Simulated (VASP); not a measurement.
A run of VASP 6.6.1:

Contents of INCAR:

```
SYSTEM = Al18HCl
ALGO = Normal
EDIFF = 1E-6
ENCUT = 520
GGA = PE
ISIF = 2
ISMEAR = -1
LASPH = .TRUE.
LCHARG = .TRUE.
LELF = .TRUE.
LREAL = Auto
LVHAR = .TRUE.
LWAVE = .FALSE.
NBANDS = 47
NELM = 60
PREC = Accurate
SIGMA = 0.15
```

Contents of KPOINTS:

```
k-points
0
G
  3 2 1
  0 0 0
```

POSCAR

```
Al18HCl
1.0
    5.7275650000      0.0000000000      0.0000000000
    4.2956740000      7.4403250000      0.0000000000
    0.0000000000      0.0000000000     18.6765370000
Al Cl H
18 1 1
Direct
    0.1666684695      0.1111107378      0.0535431167
    0.6666715249      0.1111107378      0.0535431167
    0.1666708227      0.4444429511      0.0535431167
    0.6666738781      0.4444429511      0.0535431167
    0.1666731759      0.7777751644      0.0535431167
    0.6666762313      0.7777751644      0.0535431167
   -0.1622175813      0.2226918851      0.1681682209
    0.3347554572      0.2180953117      0.1739401689
   -0.1619974181      0.5555940097      0.1776721241
    0.3242081728      0.5830928084      0.1625515480
   -0.1767673433      0.8930255063      0.1755785883
    0.3680428444      0.8854048714      0.1595424248
    0.1969934898     -0.1768739941      0.2575905801
    0.4719565894     -0.0098382799      0.2920669929
    0.0508684217      0.3804403705      0.2983636635
    0.3218585021      0.4440128623      0.2636730782
   -0.0422472810      0.6935987339      0.3108981071
    0.5639289172      0.6252011841      0.3159043885
    0.8925262394      0.2074640557      0.2892613336
    0.6699584248     -0.6290585425      0.3600881684
```

Potentials or basis: VASP PAW PBE potentials, release 64 (Al, Cl, H).

The run is started by

```bash
$ cat potpaw_PBE.64/Al/POTCAR potpaw_PBE.64/Cl/POTCAR potpaw_PBE.64/H/POTCAR > POTCAR
$ mpirun -np 1 vasp_std > vasp.out
```

Hardware: 1 thread of Intel(R) Xeon(R) 6975P-C (Granite Rapids) (shared host).

**Question.** How long does it take, and how much memory?

**Answer.** Run time: 5.1 min on 1 thread of Intel(R) Xeon(R) 6975P-C (Granite Rapids) (shared host), peak memory 0.84 GiB. Counts: scf iterations 25, k points 4.
